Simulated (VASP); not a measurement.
**NaCl: single point with PBEsol**

The system is NaCl.

```xyz
2
Lattice="2.7399 2.7399 0.0000 -2.7399 2.7399 0.0000 0.0000 2.7399 2.7399" Properties=species:S:1:pos:R:3 pbc="T T T"
Na    0.0000    0.0000    0.0000
Cl    0.0000    2.7399    0.0000
```

```yaml
Program: VASP 6.6.1
Task: single point
Functional: PBEsol
Potentials_or_basis: VASP PAW PBE potentials, release 64 (Na_pv, Cl)
Cutoff: 520 eV
k_mesh: 8 × 8 × 8
Occupations: gaussian, width 0.01 eV
Spin: no spin polarisation
```

- Pressure: 2.0 GPa
- Band gap on the k mesh: 5.27 eV

Levels at points of the mesh, in eV from the valence-band top:
```tsv
k point	band 5	band 6	band 7	band 8	band 9	band 10
(0.00, 0.00, 0.00)	0.00	0.00	0.00	5.27	11.07	11.07
(0.50, 0.00, 0.00)	-2.25	-0.32	-0.32	7.21	11.06	11.06
(0.50, 0.50, 0.00)	-1.95	-0.70	-0.70	7.67	7.79	11.75
```

Wall time 38 s on 1 thread of Intel Xeon 8259CL, with other jobs on the host, peak memory 0.16 GiB.

Caveat: the PAW data sets were made with another functional, which shifts forces and pressure a little.
